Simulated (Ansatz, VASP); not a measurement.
## TePb: VASP beside Ansatz

```
CELL_PARAMETERS angstrom
0.00000 3.28362 3.28362
3.28362 0.00000 3.28362
3.28362 3.28362 0.00000
ATOMIC_POSITIONS crystal
Pb 0.00000 0.00000 0.00000
Te 0.50000 0.50000 0.50000
```

Alike in both runs: functional PBE; k mesh 11 × 11 × 11; occupations fermi-dirac, width 0.08 eV; no spin polarisation.

Ansatz relaxed the structure, and its values are those at the end. VASP's run is a single point on that final structure, the one shown.

|  | VASP | Ansatz |
| --- | --- | --- |
| version | VASP 6.6.1 | Ansatz 0.2.0 |
| potentials or method | VASP PAW PBE potentials, release 64 (Pb_d, Te) | PAW with Ansatz's default frozen-core files, scalar-relativistic |
| plane-wave cutoff (eV) | 520 | 420 |
| valence electrons in the cell | 20 | 30 |

```tsv
	VASP	Ansatz	Ansatz less VASP
pressure (GPa)	0.0	0.0	+0.04
```

VASP's potentials hold 20 valence electrons a cell and Ansatz's 30, so a difference there can come from the potentials and not from the codes.

Neither program's run includes spin-orbit coupling.
